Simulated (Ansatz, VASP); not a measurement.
One calculation of TiAl, two programs

```xyz
2
Lattice="2.8416 0.0000 0.0000 0.0000 2.8416 0.0000 0.0000 0.0000 3.5497" Properties=species:S:1:pos:R:3 pbc="T T T"
Ti    0.0000    0.0000    0.0000
Al    1.4208    1.4208    1.7748
```

Alike in both runs: task single point; functional LDA; k mesh 16 × 16 × 16; occupations gaussian, width 0.15 eV; no spin polarisation.

|  | VASP | Ansatz |
| --- | --- | --- |
| version | VASP 6.6.1 | Ansatz 0.2.0 |
| potentials or method | VASP PAW LDA potentials, release 64 (Ti_sv, Al), cutoff 520 eV | scalar-relativistic, plane waves, PAW |
| valence electrons in the cell | 15 | 15 |

VASP gave:

* gap on the k mesh at the Fermi level (eV): none
* pressure (GPa): 9.3
* traceless stress, the component that is largest in VASP (GPa): 5.90

Problem. Estimate Ansatz's values.

Solution. gap on the k mesh at the Fermi level (eV): none; pressure (GPa): 9.0; traceless stress, the component that is largest in VASP (GPa): 5.90.

Ansatz warns that its potentials were made for another functional, while VASP's fit it. LDA's correlation is that of Perdew and Zunger in VASP and of Perdew and Wang (1992) in Ansatz. A gap of «none» marks a metal or a gap that the smearing closes.
